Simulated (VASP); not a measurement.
# Pd (Pm-3m) in VASP: single point with LDA

Aim: the single point of Pd with LDA.

Everything below comes from runs of VASP 6.6.1. Logs are shortened: lines on timing, memory, paths and dates and some standing lists are left out, and cuts for length are marked.

## (1) The cell of the first run

It takes space group Pm-3m (No. 221, cubic). The conventional cell has a = 3.160 Å, b = 3.160 Å, c = 3.160 Å, α = 90.00°, β = 90.00°, γ = 90.00°. Within 4.2 Å of Pd (site symmetry m-3m) lie 6 Pd at 3.16 Å.

## (2) Single point, LDA

File INCAR:

```
SYSTEM = Pd
ALGO = Normal
EDIFF = 1E-6
ENCUT = 500
GGA = CA
GGA_COMPAT = .False.
ISIF = 2
ISMEAR = -1
LASPH = .True.
LCHARG = .False.
LREAL = .False.
LWAVE = .False.
NBANDS = 11
NELM = 120
PREC = Accurate
SIGMA = 0.15
```

File KPOINTS:

```
k-points
0
Gamma
  9 9 9
  0 0 0
```

File POSCAR:

```
Pd
1.0
    3.1600000000      0.0000000000      0.0000000000
    0.0000000000      3.1600000000      0.0000000000
    0.0000000000      0.0000000000      3.1600000000
Pd
1
Direct
    0.5000000000      0.5000000000      0.5000000000
```

Potentials or basis: VASP PAW LDA potentials, release 64 (Pd).

Started as:

```sh
$ cat potpaw_LDA.64/Pd/POTCAR > POTCAR
$ mpirun -np 1 vasp_std > vasp.out
```

OUTCAR:

```text
SYSTEM = Pd
   EDIFF = 1E-6
   ENCUT = 500
   GGA = CA
   ISIF = 2
   ISMEAR = -1
   LASPH = .True.
   LREAL = .False.
   NELM = 120
   PREC = Accurate

 ion  position               nearest neighbor table
   1  0.500  0.500  0.500-

  LATTYP: Found a simple cubic cell.
 ALAT       =     3.1600000000

  Lattice vectors:

 A1 = (   3.1600000000,   0.0000000000,   0.0000000000)
 A2 = (   0.0000000000,   3.1600000000,   0.0000000000)
 A3 = (   0.0000000000,   0.0000000000,   3.1600000000)

Analysis of symmetry for initial positions (statically):
=====================================================================
 Subroutine PRICEL returns:
 Original cell was already a primitive cell.

 Routine SETGRP: Setting up the symmetry group for a
 simple cubic supercell.

 Subroutine GETGRP returns: Found 48 space group operations
 (whereof 48 operations were pure point group operations)
 out of a pool of 48 trial point group operations.

The static configuration has the point symmetry O_h .

Analysis of symmetry for dynamics (positions and initial velocities):
=====================================================================
 Subroutine PRICEL returns:
 Original cell was already a primitive cell.

 Routine SETGRP: Setting up the symmetry group for a
 simple cubic supercell.

 Subroutine GETGRP returns: Found 48 space group operations
 (whereof 48 operations were pure point group operations)
 out of a pool of 48 trial point group operations.

The dynamic configuration has the point symmetry O_h .

 Subroutine INISYM returns: Found 48 space group operations
 (whereof 48 operations are pure point group operations),
 and found     1 'primitive' translations

----------------------------------------------------------------------------------------

                                     Primitive cell

  volume of cell :      31.5545

  direct lattice vectors                    reciprocal lattice vectors
     3.160000000  0.000000000  0.000000000     0.316455696  0.000000000  0.000000000
     0.000000000  3.160000000  0.000000000     0.000000000  0.316455696  0.000000000
     0.000000000  0.000000000  3.160000000     0.000000000  0.000000000  0.316455696

  length of vectors
     3.160000000  3.160000000  3.160000000     0.316455696  0.316455696  0.316455696

  position of ions in fractional coordinates (direct lattice)
     0.500000000  0.500000000  0.500000000

  ion indices of the primitive-cell ions
   primitive index   ion index
                 1           1

----------------------------------------------------------------------------------------

 KPOINTS: k-points

Automatic generation of k-mesh.
 Grid dimensions read from file:
 generate k-points for:    9    9    9

 Generating k-lattice:

  Cartesian coordinates                     Fractional coordinates (reciprocal lattice)
     0.035161744  0.000000000  0.000000000     0.111111111  0.000000000  0.000000000
     0.000000000  0.035161744  0.000000000     0.000000000  0.111111111  0.000000000
     0.000000000  0.000000000  0.035161744     0.000000000  0.000000000  0.111111111

  Length of vectors
     0.035161744  0.035161744  0.035161744

  Shift w.r.t. Gamma in fractional coordinates (k-lattice)
     0.000000000  0.000000000  0.000000000

 Subroutine IBZKPT returns following result:
 ===========================================

 Found     35 irreducible k-points:

 Following reciprocal coordinates:
            Coordinates               Weight
  0.000000  0.000000  0.000000      1.000000
  0.111111  0.000000  0.000000      6.000000
  0.222222  0.000000  0.000000      6.000000
  0.333333  0.000000  0.000000      6.000000
  0.444444  0.000000  0.000000      6.000000
  0.111111  0.111111  0.000000     12.000000
[... 16 lines left out ...]
  0.333333  0.333333  0.111111     24.000000
  0.444444  0.333333  0.111111     48.000000
 [... further k-points ...]
   k-points           NKPTS =     35   k-points in BZ     NKDIM =     35   number of bands    NBANDS=     11
   number of dos      NEDOS =    301   number of ions     NIONS =      1
   total plane-waves  NPLWV =  13824
   dimension x,y,z NGX =    24 NGY =   24 NGZ =   24
   dimension x,y,z NGXF=    48 NGYF=   48 NGZF=   48
   ions per type =               1
   NGX,Y,Z   is equivalent  to a cutoff of  12.63, 12.63, 12.63 a.u.
   NGXF,Y,Z  is equivalent  to a cutoff of  25.25, 25.25, 25.25 a.u.
 SYSTEM =  Pd
   PREC   = accura    normal or accurate (medium, high low for compatibility)
   ISTART =      0    job   : 0-new  1-cont  2-samecut
   ICHARG =      2    charge: 1-file 2-atom 10-const
   ISPIN  =      1    spin polarized calculation?
   LNONCOLLINEAR =      F non collinear calculations
   LSORBIT =      F    spin-orbit coupling
   LASPH  =      T    aspherical Exc in radial PAW
   ENCUT  =  500.0 eV  36.75 Ry    6.06 a.u.   5.76  5.76  5.76*2*pi/ulx,y,z
   NELM   =    120;   NELMIN=  2; NELMDL= -5     # of ELM steps
   EDIFF  = 0.1E-05   stopping-criterion for ELM
   LREAL  =      F    real-space projection
   EDIFFG = 0.1E-04   stopping-criterion for IOM
   NSW    =      0    number of steps for IOM
   IBRION =     -1    ionic relax: 0-MD 1-quasi-New 2-CG
   NFREE  =      0    steps in history (QN), initial steepest desc. (CG)
   ISIF   =      2    stress and relaxation
   ISYM   =      2    0-nonsym 1-usesym 2-fastsym
   POTIM  = 0.5000    time-step for ionic-motion
   TEBEG  =    0.0;   TEEND  =   0.0 temperature during run
   PSTRESS=    0.0 pullay stress
   NELECT =      10.0000    total number of electrons
   NUPDOWN=      -1.0000    fix difference up-down
   EMIN   =  10.00;   EMAX   =-10.00  energy-range for DOS
   EFERMI =   0.00;   METHOD = LEGACY
   ISMEAR =    -1;   SIGMA  =   0.15  broadening in eV -4-tet -1-fermi 0-gaus
   EFERMI_NEDOS =   21; number of points for ismear=-14 and -15
   IALGO  =     38    algorithm
   IMIX   =      4    mixing-type and parameters
     AMIX     =   0.40;   BMIX     =  1.00
     AMIX_MAG =   1.60;   BMIX_MAG =  1.00
  volume/ion in A,a.u.               =      31.55       212.94
  Fermi-wavevector in a.u.,A,eV,Ry     =   1.116146  2.109210 16.949897  1.245782
  Thomas-Fermi vector in A             =   2.252757
   LORBIT       =      0    0 simple, 1 ext, 2 COOP (PROOUT), +10 PAW based schemes
   GGA     = CA    functional components
   LHFCALC =     F    Hartree Fock is set to
   AEXX    =    0.0000 exact exchange contribution
   IVDW    =     0    specifies the selected vdW correction
   LEPSILON=     F    determine dielectric tensor
   LRPA    =     F    only Hartree local field effects (RPA)
 non-spin polarized calculation
  energy-cutoff  :      500.00
  volume of cell :       31.55
 maximum number of plane-waves:       812
 NGX is ok and might be reduce to    24
   NGX = 11   NGY = 11   NGZ = 11

 number of electron      10.0000002 magnetization

 Free energy of the ion-electron system (eV)
  ---------------------------------------------------
  ext. energy  EPLUGINS =         0.00000000
  ---------------------------------------------------
  free energy    TOTEN  =        -4.19699914 eV

  energy without entropy =       -4.02199303  energy(sigma->0) =       -4.10949608

 E-fermi :   1.1853     XC(G=0):  -9.2843

 val. band max:        1.1832521092   @ k =   0.2222   0.2222   0.2222
 cond. band min:       1.2894763283   @ k =   0.4444   0.4444   0.0000
 fundamental gap:      0.1062242191
 Fermi energy:         1.1853021054

 k-point     1 :       0.0000    0.0000    0.0000
  band No.  band energies     occupation
      1      -1.9414      2.00000
      2      -0.8377      2.00000
      3      -0.8377      2.00000
      4       1.0016      1.54579
      5       1.0016      1.54579
      6       1.0016      1.54579
      7      13.4207      0.00000
      8      13.4207      0.00000
      9      13.4207      0.00000
     10      17.3170      0.00000
     11      17.4223      0.00000

 k-point     2 :       0.1111    0.0000    0.0000
  band No.  band energies     occupation
      1      -1.7453      2.00000
      2      -0.8171      2.00000
      3      -0.7260      1.99999
      4       0.9297      1.69204
      5       0.9297      1.69204
      6       1.0076      1.53166
      7      11.6577      0.00000
      8      13.7034      0.00000
      9      13.7034      0.00000
     10      17.3830      0.00000
     11      17.4014      0.00000

 k-point     3 :       0.2222    0.0000    0.0000
  band No.  band energies     occupation
      1      -1.2850      2.00000
      2      -0.7644      2.00000
      3      -0.2985      1.99990
      4       0.7546      1.89280
      5       0.7546      1.89280
      6       1.0227      1.49451
      7       9.0025      0.00000
      8      14.4934      0.00000
      9      14.4934      0.00000
     10      17.2711      0.00000
     11      17.5126      0.00000

 k-point     4 :       0.3333    0.0000    0.0000
  band No.  band energies     occupation
      1      -0.9065      2.00000
      2      -0.7034      1.99999
      3       0.5662      1.96827
      4       0.5662      1.96827
      5       0.6890      1.92943
      6       1.0400      1.44975
      7       6.4850      0.00000
      8      15.6261      0.00000
      9      15.6261      0.00000
     10      17.1198      0.00000
     11      17.6414      0.00000
[... 239 lines left out ...]
 k-point    22 :       0.4444    0.2222    0.1111
  band No.  band energies     occupation
      1      -0.4005      1.99995
      2      -0.1707      1.99976
      3       0.1334      1.99820
      4       0.3361      1.99307
      5       0.7521      1.89449
      6       3.1418      0.00000
      7       5.1560      0.00000
      8      12.3700      0.00000
      9      14.3476      0.00000
     10      15.7410      0.00000
     11      17.2214      0.00000

 k-point    23 :       0.3333    0.3333    0.1111
  band No.  band energies     occupation
      1      -0.4011      1.99995
      2      -0.3236      1.99991
      3       0.4570      1.98455
      4       0.4743      1.98268
      5       0.6639      1.93999
      6       2.4442      0.00045
      7       7.7052      0.00000
      8       9.2821      0.00000
      9      14.0188      0.00000
     10      15.5010      0.00000
     11      19.8002      0.00000

 k-point    24 :       0.4444    0.3333    0.1111
  band No.  band energies     occupation
      1      -0.4886      1.99997
      2      -0.3167      1.99991
      3       0.3744      1.99106
      4       0.5021      1.97918
      5       0.8763      1.77386
      6       3.8971      0.00000
      7       5.9311      0.00000
      8       9.8592      0.00000
      9      12.3324      0.00000
     10      16.6961      0.00000
     11      18.1670      0.00000

 [... further k-points ...]

------------------------ aborting loop because EDIFF is reached ----------------------------------------

  FORCE on cell =-STRESS in cart. coord.  units (eV):
  Direction    XX          YY          ZZ          XY          YZ          ZX
  --------------------------------------------------------------------------------------
  -------------------------------------------------------------------------------------
  Total       -3.4121109     -3.4121109     -3.4121109      0.0000000     -0.0000000      0.0000000
  in kB     -173.2496920   -173.2496920   -173.2496920      0.0000000     -0.0000000      0.0000000
  external PRESSURE =    -173.2496920 kB  Pullay stress =       0.0000000 kB

 VOLUME and BASIS-vectors are now :
 -----------------------------------------------------------------------------
  energy-cutoff  :      500.00
  volume of cell :       31.55
      direct lattice vectors                 reciprocal lattice vectors
     3.160000000  0.000000000  0.000000000     0.316455696  0.000000000  0.000000000
     0.000000000  3.160000000  0.000000000     0.000000000  0.316455696  0.000000000
     0.000000000  0.000000000  3.160000000     0.000000000  0.000000000  0.316455696

 POSITION                                       TOTAL-FORCE (eV/Angst)
 -----------------------------------------------------------------------------------
      1.58000      1.58000      1.58000         0.000000      0.000000      0.000000
 -----------------------------------------------------------------------------------
    total drift:                                0.000000     -0.000000     -0.000000

  FREE ENERGIE OF THE ION-ELECTRON SYSTEM (eV)
  ---------------------------------------------------
  free  energy   TOTEN  =        -4.1969991362 eV

  energy  without entropy=       -4.0219930324  energy(sigma->0) =       -4.10949608
```

It took 6.1 s on 1 thread of Intel Xeon 8259CL, shared host; peak memory 0.13 GiB.

What came out:

```yaml
Free_energy: -4.1970 eV
Pressure: -17.3 GPa
Band_gap_on_the_k_mesh: zero (band 5 reaches 1.35 eV, above the bottom of band 6 at 0.80 eV)
```
